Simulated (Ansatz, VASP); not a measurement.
Two plane-wave programs on MnF2

Contents of INCAR:

```
SYSTEM = MnF2
  ALGO = Normal
  EDIFF = 1E-7
  ENCUT = 520
  GGA = PE
  ISIF = 2
  ISMEAR = -1
  LASPH = .TRUE.
  LCHARG = .FALSE.
  LDAU = .TRUE.
  LDAUJ = 0 0
  LDAUL = 2 -1
  LDAUPRINT = 1
  LDAUTYPE = 2
  LDAUU = 4 0
  LMAXMIX = 4
  LREAL = .FALSE.
  LWAVE = .FALSE.
  NBANDS = 36
  NELM = 150
  PREC = Accurate
  SIGMA = 0.05
```

The input KPOINTS:

```
k-points
0
G
  6 6 8
  0 0 0
```

File POSCAR:

```
MnF2
1.0
    4.8738000000      0.0000000000      0.0000000000
    0.0000000000      4.8738000000      0.0000000000
    0.0000000000      0.0000000000      3.3107000000
Mn F
2 4
Direct
    0.0000000000      0.0000000000      0.0000000000
    0.5000000000      0.5000000000      0.5000000000
    0.3053000000      0.3053000000      0.0000000000
    0.1947000000      0.8053000000      0.5000000000
    0.6947000000      0.6947000000      0.0000000000
    0.8053000000      0.1947000000      0.5000000000
```

Input for Ansatz:

```yaml
crystal:
  lattice:
    - [4.8738, 0.0, 0.0]
    - [0.0, 4.8738, 0.0]
    - [0.0, 0.0, 3.3107]
  atoms:
    - { symbol: Mn, position: [0.0, 0.0, 0.0] }
    - { symbol: Mn, position: [0.5, 0.5, 0.5] }
    - { symbol: F, position: [0.3053, 0.3053, 0.0] }
    - { symbol: F, position: [0.1947, 0.8053, 0.5] }
    - { symbol: F, position: [0.6947, 0.6947, 0.0] }
    - { symbol: F, position: [0.8053, 0.1947, 0.5] }
  symmetry: { tolerance: 0.0003 }
hamiltonian:
  xc: pbe
  pseudopotentials: { kind: paw, azcp: { folder: soft_1 } }
  hubbard: { sites: [{ species: Mn, l: d, u_eff: 4.0 }] }
basis:
  ecutwfc: 420
magnetization:
  spin_polarized: false
scf:
  occupations: { method: fermi_dirac, width: 0.05 }
kpoints:
  mp_grid: { grid: [6, 6, 8], shift: [0, 0, 0] }
output:
  forces: true
  stress: true
  eigenvalues: true
  write_density: true
  write_potential: true
  elf: true
  volumetric_format: npy
```

Alike in both runs: task single point; functional PBE; k mesh 6 × 6 × 8; occupations fermi-dirac, width 0.05 eV; no spin polarisation; Hubbard terms Mn d U = 4.0 eV.

|  | VASP | Ansatz |
| --- | --- | --- |
| version | VASP 6.6.1 | Ansatz 0.2.0 |
| potentials or method | VASP PAW PBE potentials, release 64 (Mn_pv, F), cutoff 520 eV | PAW plane waves |
| valence electrons in the cell | 54 | 58 |

```tsv
	VASP	Ansatz	Ansatz less VASP
pressure (GPa)	-11.1	-11.9	-0.85
traceless stress, the component that is largest in VASP (GPa)	-1.69	-1.91	-0.220
rms of the force components (eV/Å)	0.018	0.002	-0.0169
```

The programs project onto different local orbitals, so the same U acts differently, and such runs can settle in different states. Atom by atom the forces differ by 0.020 eV/Å (rms over components). VASP's potentials hold 54 valence electrons a cell and Ansatz's 58, so a difference there can come from the potentials and not from the codes. Ansatz's warnings: filled band counts differ across k points.
